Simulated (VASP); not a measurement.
Crystal: La.

```
La
1.0
    -2.10448    2.17934    2.12452
     2.13820   -2.12912    2.10803
     2.08475    2.10940   -2.07430
La
1
Cartesian
  -0.0339 -0.0301 -0.0394
```

This cell differs from its parent crystal: the cell strained at random.

Base run:

* Program: VASP 6.6.1
* Functional: PBE
* Potentials or basis: VASP PAW PBE potentials, release 64 (La)
* Cutoff: 520 eV
* k mesh: 9 × 9 × 9
* Occupations: fermi-dirac, width 0.05 eV
* Spin: no spin polarisation

Its results: pressure -0.5 GPa.

The run is repeated on the same cell with these changes: functional from PBE to PBEsol. What comes out?

Pressure -2.5 GPa.

PBEsol binds more tightly than PBE, so the same cell stands under less pressure.

Caveats: the PAW data sets were made with another functional, which shifts forces and pressure a little (some runs).
